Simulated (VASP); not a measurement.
# TiO2 (P1) in VASP: single point with r2SCAN

Aim: the single point of TiO2 with r2SCAN.

Everything below comes from runs of VASP 6.6.1. Logs are shortened: lines on timing, memory, paths and dates and some standing lists are left out, and cuts for length are marked.

### 1 The cell of the first run

The typed cell holds 9 atoms: a = 5.958 Å, b = 5.489 Å, c = 6.164 Å, α = 98.71°, β = 91.03°, γ = 114.93°.

### 2 Single point, r2SCAN (atoms moved at random and the cell strained at random)

The input, POSCAR:

```
TiO2
1.0
    5.9453156570      0.3893254904     -0.0351941495
   -2.6354920635      4.7968199355     -0.4202280452
   -0.0383468057     -0.5508441761      6.1391657835
Ti O
3 6
Direct
    0.4863183610      0.0091623109      0.3280935360
    0.0048716744      0.4734334159      0.6698875190
    0.5491389767      0.5331516850     -0.0129656432
    0.4074595869      0.2722608141      0.2096418924
    0.7203550099      0.1498044334      0.5450229012
    0.8362192257      0.5659965583      0.8771999966
    0.2636471929      0.4028693068      0.7692591363
    0.1604826106      0.7385838523      0.4626629006
    0.5715073619      0.8547376233      0.1511977611
```

The input, INCAR.step1:

```
PREC = Accurate
ENCUT = 520
ISMEAR = 0
SIGMA = 0.05
LREAL = False
LASPH = True
NELM = 60
NBANDS = 46
GGA = PE
ALGO = Normal
EDIFF = 1E-4
LWAVE = True
LCHARG = False
```

The input, INCAR.step2:

```
PREC = Accurate
ENCUT = 520
EDIFF = 1E-6
ISMEAR = 0
SIGMA = 0.05
LREAL = False
LASPH = True
NELM = 60
ALGO = Normal
ISIF = 2
LWAVE = False
LCHARG = False
METAGGA = R2SCAN
LMIXTAU = True
NBANDS = 46
ISTART = 1
```

The input, KPOINTS:

```
Automatic mesh
0
Gamma
  6 6 4
```

Potentials or basis: VASP PAW PBE potentials, release 64 (Ti_sv, O).

On the command line:

```console
$ cat potpaw_PBE.64/Ti_sv/POTCAR potpaw_PBE.64/O/POTCAR > POTCAR
$ cp INCAR.step1 INCAR
$ mpirun -np 1 vasp_std > vasp.out
$ cp INCAR.step2 INCAR
$ mpirun -np 1 vasp_std > vasp.out
```

OUTCAR:

```text
PREC = Accurate
   ENCUT = 520
   EDIFF = 1E-6
   ISMEAR = 0
   LREAL = False
   LASPH = True
   NELM = 60
   ISIF = 2
   METAGGA = R2SCAN
   ISTART = 1

 ion  position               nearest neighbor table
   1  0.486  0.009  0.328-   9 1.51   5 1.74   4 1.93   8 2.16
   2  0.005  0.473  0.670-   6 1.78   7 1.86   5 1.90   8 2.02
   3  0.549  0.533  0.987-   6 1.80   9 1.85   7 1.95   4 2.06
   4  0.407  0.272  0.210-   1 1.93   3 2.06
   5  0.720  0.150  0.545-   1 1.74   2 1.90
   6  0.836  0.566  0.877-   2 1.78   3 1.80
   7  0.264  0.403  0.769-   2 1.86   3 1.95
   8  0.160  0.739  0.463-   2 2.02   1 2.16
   9  0.572  0.855  0.151-   1 1.51   3 1.85

  LATTYP: Found a triclinic cell.
 ALAT       =     6.1691527760
 B/A-ratio  =     0.9657976641
 C/A-ratio  =     0.9991563402
 COS(alpha) =     0.0179303158
 COS(beta)  =     0.1519891708
 COS(gamma) =     0.5907232817

  Lattice vectors:

 A1 = (   3.3098235935,   5.1861454259,  -0.4554221947)
 A2 = (   5.9453156570,   0.3893254904,  -0.0351941495)
 A3 = (   0.0383468057,   0.5508441761,  -6.1391657835)

Analysis of symmetry for initial positions (statically):
=====================================================================
 Subroutine PRICEL returns:
 Original cell was already a primitive cell.

 Routine SETGRP: Setting up the symmetry group for a
 triclinic supercell.

 Subroutine GETGRP returns: Found  1 space group operations
 (whereof  1 operations were pure point group operations)
 out of a pool of  2 trial point group operations.

The static configuration has the point symmetry C_1 .

Analysis of symmetry for dynamics (positions and initial velocities):
=====================================================================
 Subroutine PRICEL returns:
 Original cell was already a primitive cell.

 Routine SETGRP: Setting up the symmetry group for a
 triclinic supercell.

 Subroutine GETGRP returns: Found  1 space group operations
 (whereof  1 operations were pure point group operations)
 out of a pool of  2 trial point group operations.

The dynamic configuration has the point symmetry C_1 .

 Subroutine INISYM returns: Found  1 space group operations
 (whereof  1 operations are pure point group operations),
 and found     1 'primitive' translations

----------------------------------------------------------------------------------------

                                     Primitive cell

  volume of cell :     179.9521

  direct lattice vectors                    reciprocal lattice vectors
     5.945315657  0.389325490 -0.035194150     0.162359805  0.090000808  0.009089574
    -2.635492064  4.796819936 -0.420228045    -0.013174322  0.202820211  0.018116002
    -0.038346806 -0.550844176  6.139165784     0.000028977  0.014399064  0.164180735

  length of vectors
     5.958153340  5.489252364  6.163948110     0.185858742  0.204053401  0.164810945

  position of ions in fractional coordinates (direct lattice)
     0.486318361  0.009162311  0.328093536
     0.004871674  0.473433416  0.669887519
     0.549138977  0.533151685  0.987034357
     0.407459587  0.272260814  0.209641892
     0.720355010  0.149804433  0.545022901
     0.836219226  0.565996558  0.877199997
     0.263647193  0.402869307  0.769259136
     0.160482611  0.738583852  0.462662901
     0.571507362  0.854737623  0.151197761

  ion indices of the primitive-cell ions
   primitive index   ion index
                 1           1
                 2           2
                 3           3
                 4           4
                 5           5
                 6           6
                 7           7
                 8           8
                 9           9

----------------------------------------------------------------------------------------

 KPOINTS: Automatic mesh

Automatic generation of k-mesh.
 Grid dimensions read from file:
 generate k-points for:    6    6    4

 Generating k-lattice:

  Cartesian coordinates                     Fractional coordinates (reciprocal lattice)
     0.027059968  0.015000135  0.001514929     0.166666667  0.000000000  0.000000000
    -0.002195720  0.033803369  0.003019334     0.000000000  0.166666667  0.000000000
     0.000007244  0.003599766  0.041045184     0.000000000 -0.000000000  0.250000000

  Length of vectors
     0.030976457  0.034008900  0.041202736

  Shift w.r.t. Gamma in fractional coordinates (k-lattice)
     0.000000000  0.000000000  0.000000000

 Subroutine IBZKPT returns following result:
 ===========================================

 Found     76 irreducible k-points:

 Following reciprocal coordinates:
            Coordinates               Weight
  0.000000  0.000000  0.000000      1.000000
  0.166667 -0.000000 -0.000000      2.000000
  0.333333 -0.000000 -0.000000      2.000000
  0.500000 -0.000000  0.000000      1.000000
 -0.000000  0.166667  0.000000      2.000000
  0.166667  0.166667 -0.000000      2.000000
[... 16 lines left out ...]
  0.333333  0.000000  0.250000      2.000000
  0.500000  0.000000  0.250000      2.000000
 [... further k-points ...]
   k-points           NKPTS =     76   k-points in BZ     NKDIM =     76   number of bands    NBANDS=     46
   number of dos      NEDOS =    301   number of ions     NIONS =      9
   total plane-waves  NPLWV =  96768
   dimension x,y,z NGX =    48 NGY =   42 NGZ =   48
   dimension x,y,z NGXF=    96 NGYF=   84 NGZF=   96
   ions per type =               3   6
   NGX,Y,Z   is equivalent  to a cutoff of  13.39, 12.72, 12.95 a.u.
   NGXF,Y,Z  is equivalent  to a cutoff of  26.79, 25.44, 25.89 a.u.
 SYSTEM =  unknown system
   PREC   = accura    normal or accurate (medium, high low for compatibility)
   ISTART =      1    job   : 0-new  1-cont  2-samecut
   ICHARG =      0    charge: 1-file 2-atom 10-const
   ISPIN  =      1    spin polarized calculation?
   LNONCOLLINEAR =      F non collinear calculations
   LSORBIT =      F    spin-orbit coupling
   LASPH  =      T    aspherical Exc in radial PAW
   ENCUT  =  520.0 eV  38.22 Ry    6.18 a.u.  11.08 10.21 11.46*2*pi/ulx,y,z
   NELM   =     60;   NELMIN=  2; NELMDL=  0     # of ELM steps
   EDIFF  = 0.1E-05   stopping-criterion for ELM
   LREAL  =      F    real-space projection
   EDIFFG = 0.1E-04   stopping-criterion for IOM
   NSW    =      0    number of steps for IOM
   IBRION =     -1    ionic relax: 0-MD 1-quasi-New 2-CG
   NFREE  =      0    steps in history (QN), initial steepest desc. (CG)
   ISIF   =      2    stress and relaxation
   ISYM   =      2    0-nonsym 1-usesym 2-fastsym
   POTIM  = 0.5000    time-step for ionic-motion
   TEBEG  =    0.0;   TEEND  =   0.0 temperature during run
   PSTRESS=    0.0 pullay stress
   NELECT =      72.0000    total number of electrons
   NUPDOWN=      -1.0000    fix difference up-down
   EMIN   =  10.00;   EMAX   =-10.00  energy-range for DOS
   EFERMI =   0.00;   METHOD = LEGACY
   ISMEAR =     0;   SIGMA  =   0.05  broadening in eV -4-tet -1-fermi 0-gaus
   EFERMI_NEDOS =   21; number of points for ismear=-14 and -15
   IALGO  =     38    algorithm
   IMIX   =      4    mixing-type and parameters
     AMIX     =   0.40;   BMIX     =  1.00
     AMIX_MAG =   1.60;   BMIX_MAG =  1.00
  volume/ion in A,a.u.               =      19.99       134.93
  Fermi-wavevector in a.u.,A,eV,Ry     =   1.206331  2.279636 19.799683  1.455236
  Thomas-Fermi vector in A             =   2.342002
   LORBIT       =      0    0 simple, 1 ext, 2 COOP (PROOUT), +10 PAW based schemes
   METAGGA = R2SCAN    functional components
   LHFCALC =     F    Hartree Fock is set to
   AEXX    =    0.0000 exact exchange contribution
   IVDW    =     0    specifies the selected vdW correction
   LEPSILON=     F    determine dielectric tensor
   LRPA    =     F    only Hartree local field effects (RPA)
 non-spin polarized calculation
 Gauss-broadening in eV      SIGMA  =   0.05
  energy-cutoff  :      520.00
  volume of cell :      179.95
 maximum number of plane-waves:      4871
 NGX is ok and might be reduce to    48
   NGX = 23   NGY = 21   NGZ = 23

 number of electron      71.9999999 magnetization

 Free energy of the ion-electron system (eV)
  ---------------------------------------------------
  ext. energy  EPLUGINS =         0.00000000
  ---------------------------------------------------
  free energy    TOTEN  =       -98.96376368 eV

  energy without entropy =      -98.96376368  energy(sigma->0) =      -98.96376368

 E-fermi :  -0.5034     XC(G=0):  -8.1264

 val. band max:       -0.8930432061   @ k =  -0.0000   0.5000  -0.0000
 cond. band min:       1.4777855673   @ k =   0.0000   0.0000   0.0000
 fundamental gap:      2.3708287734
 Fermi energy:        -0.5033673745

 k-point     1 :       0.0000    0.0000    0.0000
  band No.  band energies     occupation
      1     -60.5152      2.00000
      2     -59.7319      2.00000
      3     -58.9967      2.00000
      4     -35.9047      2.00000
      5     -35.6986      2.00000
      6     -35.5890      2.00000
[... 38 lines left out ...]
     45       3.9496      0.00000
     46       4.2446      0.00000

 k-point     2 :       0.1667   -0.0000   -0.0000
  band No.  band energies     occupation
      1     -60.5152      2.00000
      2     -59.7319      2.00000
      3     -58.9968      2.00000
      4     -35.9047      2.00000
      5     -35.6979      2.00000
      6     -35.5893      2.00000
[... 38 lines left out ...]
     45       4.0650      0.00000
     46       4.1799      0.00000

 k-point     3 :       0.3333   -0.0000   -0.0000
  band No.  band energies     occupation
      1     -60.5152      2.00000
      2     -59.7319      2.00000
      3     -58.9968      2.00000
      4     -35.9048      2.00000
      5     -35.6965      2.00000
      6     -35.5900      2.00000
[... 1018 lines left out ...]
     45       3.8681      0.00000
     46       4.0918      0.00000

 k-point    24 :       0.5000    0.0000    0.2500
  band No.  band energies     occupation
      1     -60.5152      2.00000
      2     -59.7319      2.00000
      3     -58.9968      2.00000
      4     -35.9045      2.00000
      5     -35.6957      2.00000
      6     -35.5904      2.00000
[... 38 lines left out ...]
     45       3.7382      0.00000
     46       4.0743      0.00000

 [... further k-points ...]
[... 5 lines left out ...]
  --------------------------------------------------------------------------------------
  -------------------------------------------------------------------------------------
  Total       -0.0171016     -9.6673280      1.2684197    -11.3299289     18.3023486     -9.8444229
  in kB       -0.1522612    -86.0716333     11.2931884   -100.8743565    162.9522702    -87.6483724
  external PRESSURE =     -24.9769020 kB  Pullay stress =       0.0000000 kB

 VOLUME and BASIS-vectors are now :
 -----------------------------------------------------------------------------
  energy-cutoff  :      520.00
  volume of cell :      179.95
      direct lattice vectors                 reciprocal lattice vectors
     5.945315657  0.389325490 -0.035194150     0.162359805  0.090000808  0.009089574
    -2.635492064  4.796819936 -0.420228045    -0.013174322  0.202820211  0.018116002
    -0.038346806 -0.550844176  6.139165784     0.000028977  0.014399064  0.164180735

 POSITION                                       TOTAL-FORCE (eV/Angst)
 -----------------------------------------------------------------------------------
      2.85459      0.05256      1.99325       -13.153526      4.548354     10.214354
     -1.24445      1.90387      3.91343         1.953602      1.157397     -4.151058
      1.82184      2.22752      5.81620        -1.934853     -4.150911      0.829635
      1.69690      1.34914      1.15827         1.718572      1.730003     -2.218415
      3.86703      0.69881      3.25768         1.977794      1.959335      1.275557
      3.44627      2.55734      5.11800        -1.214190      0.632365      1.393018
      0.47621      1.61139      4.54403         0.856758      1.195268      1.571485
     -1.01015      3.35048      2.52434         0.672372     -1.172293      1.502957
      1.13934      4.23924      0.54893         9.123469     -5.899519    -10.417535
 -----------------------------------------------------------------------------------
    total drift:                                0.000795     -0.000615     -0.002493

  FREE ENERGIE OF THE ION-ELECTRON SYSTEM (eV)
  ---------------------------------------------------
  free  energy   TOTEN  =       -98.9637636793 eV

  energy  without entropy=      -98.9637636793  energy(sigma->0) =      -98.96376368
```

It took 19 min on 1 thread of Intel Xeon 6975P-C (Granite Rapids), shared host; peak memory 0.62 GiB.

Results:

| Item | Value |
| --- | --- |
| Free energy | -98.9638 eV |
| Pressure | -2.5 GPa |
| Largest force | 17.264 eV/Å |
| Band gap on the k mesh | 2.37 eV (least direct gap 2.40 eV) |

Forces on the atoms (eV/Å):
```
Ti  -13.154   4.548  10.214
Ti    1.954   1.157  -4.151
Ti   -1.935  -4.151   0.830
O     1.719   1.730  -2.218
O     1.978   1.959   1.276
O    -1.214   0.632   1.393
O     0.857   1.195   1.571
O     0.672  -1.172   1.503
O     9.123  -5.900 -10.418
```

Stress tensor (GPa, compression positive):
```
 -0.02 -10.09  -8.76
-10.09  -8.61  16.30
 -8.76  16.30   1.13
```

Caveat: the cell differs from its parent crystal (atoms moved at random and the cell strained at random); atoms lie so close that the PAW spheres overlap strongly, which falsifies energies and pressures; the stress differs along the axes, from -9 to 1 GPa; the PAW data sets were made with another functional, which shifts forces and pressure a little. A k mesh can miss the band edges.
